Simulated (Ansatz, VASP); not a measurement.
**GeSb4Te7 in VASP and in Ansatz**

```
CELL_PARAMETERS angstrom
4.32078 0.00000 0.00000
-2.16039 3.74190 0.00000
0.00000 0.00000 24.55740
ATOMIC_POSITIONS crystal
Ge 0.00000 0.00000 0.50000
Sb 0.66667 0.33333 0.91868
Sb 0.33333 0.66667 0.34874
Sb 0.33333 0.66667 0.08132
Sb 0.66667 0.33333 0.65126
Te 0.33333 0.66667 0.84912
Te 0.66667 0.33333 0.15088
Te 0.00000 0.00000 0.72055
Te 0.66667 0.33333 0.43098
Te 0.33333 0.66667 0.56902
Te 0.00000 0.00000 0.00000
Te 0.00000 0.00000 0.27945
```

Alike in both runs: functional PBE; k mesh 10 × 10 × 2; occupations gaussian, width 0.03 eV; no spin polarisation.

Ansatz relaxed the structure, and its values are those at the end. VASP's run is a single point on that final structure, the one shown.

```csv
,VASP,Ansatz
version,VASP 6.6.1,Ansatz 0.2.0
potentials or method,"VASP PAW PBE potentials, release 64 (Ge_d, Sb, Te)","scalar-relativistic, plane waves, PAW"
plane-wave cutoff (eV),500,420
valence electrons in the cell,76,186
```

Ansatz gave:

| Property | Result |
| --- | --- |
| gap on the k mesh at the Fermi level (eV) | 0.36 |
| least direct gap on the mesh (eV) | 0.36 |
| pressure (GPa) | 0.0 |
| rms of the force components (eV/Å) | 0.000 |

**Question.** What did VASP give for the same quantities?

**Answer.** gap on the k mesh at the Fermi level (eV): 0.36; least direct gap on the mesh (eV): 0.36; pressure (GPa): 0.0; rms of the force components (eV/Å): 0.009.

VASP's potentials hold 76 valence electrons a cell and Ansatz's 186, so a difference there can come from the potentials and not from the codes.

Neither program's run includes spin-orbit coupling.
